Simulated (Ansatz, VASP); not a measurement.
# Ga in VASP and in Ansatz

File INCAR:

```
SYSTEM = Ga
ALGO     = Fast           ! electronic algorithm
EDIFF    = 1E-7           ! SCF threshold, eV
ENCUT    = 520            ! plane-wave cutoff, eV
GGA      = PS             ! functional
ISIF     = 2              ! what is computed and relaxed
ISMEAR   = -1             ! smearing method
LASPH    = .True.         ! aspherical terms in the spheres
LCHARG   = .False.        ! write CHGCAR
LREAL    = .False.        ! projectors in reciprocal space
LWAVE    = .False.        ! write WAVECAR
NBANDS   = 34             ! bands
NELM     = 80             ! most SCF steps
PREC     = Accurate       ! precision mode
SIGMA    = 0.05           ! smearing width, eV
```

Contents of KPOINTS:

```
k-points
0
Gamma
  7 7 6
  0 0 0
```

Contents of POSCAR:

```
Ga
1.0
    2.2309354424     -3.7787301403      0.0000000000
    2.2309354424      3.7787301403      0.0000000000
    0.0000000000      0.0000000000      4.4628573697
Ga
4
Direct
    0.3451000000      0.6549000000      0.4190000000
    0.1549000000      0.8451000000      0.9190000000
    0.6549000000      0.3451000000      0.5810000000
    0.8451000000      0.1549000000      0.0810000000
```

input.yaml

```yaml
crystal:
  lattice:
    - [2.2309354424, -3.7787301403, 0.0]
    - [2.2309354424, 3.7787301403, 0.0]
    - [0.0, 0.0, 4.4628573697]
  atoms:
    - { symbol: Ga, position: [0.3451, 0.6549, 0.419] }
    - { symbol: Ga, position: [0.1549, 0.8451, 0.919] }
    - { symbol: Ga, position: [0.6549, 0.3451, 0.581] }
    - { symbol: Ga, position: [0.8451, 0.1549, 0.081] }
kpoints:
  mp_grid: { grid: [7, 7, 6] }
scf:
  occupations: { method: fermi_dirac, width: 0.05 }
hamiltonian:
  xc: pbesol
  pseudopotentials: { kind: all_electron, lapw: { basis_error: 0.001 } }
output:
  forces: true
  stress: true
  eigenvalues: true
```

Change from the starting cell: volume scaled by 0.96.

Alike in both runs: task single point; functional PBEsol; k mesh 7 × 7 × 6; occupations fermi-dirac, width 0.05 eV; no spin polarisation.

|  | VASP | Ansatz |
| --- | --- | --- |
| version | VASP 6.6.1 | Ansatz 0.2.0 |
| potentials or method | VASP PAW PBE potentials, release 64 (Ga_d), cutoff 520 eV | all-electron LAPW, scalar-relativistic |

VASP gave:

- gap on the k mesh at the Fermi level (eV): none
- pressure (GPa): 0.9
- traceless stress, the component that is largest in VASP (GPa): -1.14
- rms of the force components (eV/Å): 0.071

What did Ansatz give for the same quantities?

gap on the k mesh at the Fermi level (eV): none; pressure (GPa): 0.8; traceless stress, the component that is largest in VASP (GPa): -1.15; rms of the force components (eV/Å): 0.073.

VASP's potentials were made for PBE, not for PBEsol. Atom by atom the forces differ by 0.003 eV/Å (rms over components). A gap of «none» marks a metal or a gap that the smearing closes. Ansatz ran all-electron here, and VASP with PAW potentials.
